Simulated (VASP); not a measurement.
Wanted: the native input for a VASP 6.6.1 run.

| Property | Result |
| --- | --- |
| Task | single point |
| Functional | PBE |
| Potentials or basis | VASP PAW PBE potentials, release 64 (Zn, Cu) |
| Cutoff | 520 eV |
| k mesh | 14 × 14 × 14 |
| Occupations | gaussian, width 0.1 eV |
| Spin | no spin polarisation |
| Dipole correction | no |
| Further INCAR settings | ALGO = Normal; EDIFF = 1e-06; NBANDS = 18 |

The structure of ZnCu lies in POSCAR:

```
ZnCu
1.0
    2.9631825772      0.0000000000      0.0000000000
    0.0000000000      2.9631825772      0.0000000000
    0.0000000000      0.0000000000      2.9631825772
Zn Cu
1 1
Direct
    0.5000000000      0.5000000000      0.5000000000
    0.0000000000      0.0000000000      0.0000000000
```

These files were run (other wordings do the same):

INCAR

```
ALGO = Normal ; EDIFF = 1E-6
ENCUT = 520 ; GGA = PE
ISIF = 2 ; ISMEAR = 0
LASPH = T ; LCHARG = F
LREAL = F ; LWAVE = F
NBANDS = 18 ; NELM = 100
PREC = Accurate ; SIGMA = 0.1
```

KPOINTS

```
k-points
0
Gamma
  14 14 14
```

Potentials or basis: VASP PAW PBE potentials, release 64 (Zn, Cu).

Command:

```sh
$ cat potpaw_PBE.64/Zn/POTCAR potpaw_PBE.64/Cu/POTCAR > POTCAR
$ mpirun -np 1 vasp_std > vasp.out
```

Results of the run:

```json
{"Pressure": "0.5 GPa"}
```

It took 22 s on 1 thread of AMD EPYC 9R45 96-Core Processor (Zen 5) (shared host), peak memory 0.15 GiB.
